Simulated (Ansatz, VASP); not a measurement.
Two plane-wave programs on AlW3

INCAR

```
SYSTEM = AlW3
PREC = Accurate
ENCUT = 600
EDIFF = 1E-7
ISMEAR = 0
SIGMA = 0.1
LREAL = .FALSE.
LASPH = .TRUE.
NELM = 60
ALGO = Fast
ISIF = 3
LWAVE = .FALSE.
LCHARG = .FALSE.
GGA = PE
IBRION = 2
NSW = 90
EDIFFG = -0.04
```

KPOINTS

```
regular mesh
0
G
  4 4 4
  0 0 0
```

The input POSCAR:

```
AlW3
1.0
    4.1918422800      0.0000000000      0.0000000000
    0.0000000000      4.1918422800      0.0000000000
    0.0000000000      0.0000000000      4.1918422800
Al W
1 3
Direct
    0.0000000000      0.0000000000      0.0000000000
    0.5000000000      0.0000000000      0.0000000000
    0.0000000000      0.5000000000      0.0000000000
    0.0000000000      0.0000000000      0.5000000000
```

Input for Ansatz:

```yaml
crystal:
  lattice:
    - [4.19184228, 0.0, 0.0]
    - [0.0, 4.19184228, 0.0]
    - [0.0, 0.0, 4.19184228]
  atoms:
    - { symbol: Al, position: [0.0, 0.0, 0.0] }
    - { symbol: W, position: [0.5, 0.0, 0.0] }
    - { symbol: W, position: [0.0, 0.5, 0.0] }
    - { symbol: W, position: [0.0, 0.0, 0.5] }
basis:
  ecutwfc: 420
kpoints:
  mp_grid: { grid: [4, 4, 4] }
hamiltonian:
  xc: pbe
scf:
  occupations: { method: gaussian, width: 0.1 }
  lower_state_search: "off"
output:
  forces: true
  stress: true
  eigenvalues: true
relax:
  adjacent_minimum: "off"
  f_tol: 0.04
  max_steps: 70
  cell: { stress_tol: 0.4 }
```

Alike in both runs: task relaxation of cell and atoms; functional PBE; k mesh 4 × 4 × 4; occupations gaussian, width 0.1 eV; no spin polarisation.

|  | VASP | Ansatz |
| --- | --- | --- |
| version | VASP 6.6.1 | Ansatz 0.2.0 |
| potentials or method | VASP PAW PBE potentials, release 64 (Al, W_sv), cutoff 600 eV | scalar-relativistic, plane waves, PAW |
| valence electrons in the cell | 45 | 45 |

```tsv
	VASP	Ansatz	Ansatz less VASP
gap on the k mesh at the Fermi level, each at its own relaxed structure (eV)	none	none	-
relaxed volume (Å³/atom)	24.16	24.11	-0.052
relaxed cell length with the largest relative difference (Å)	4.589	4.586	-0.0033
```

A gap of «none» marks a metal or a gap that the smearing closes.

The k mesh is coarse, so the values compare programs but aren't converged. Spin-orbit coupling is off throughout. Noted on VASP's run: the volume moved by over 15 % at a fixed basis, so the end points are rough.
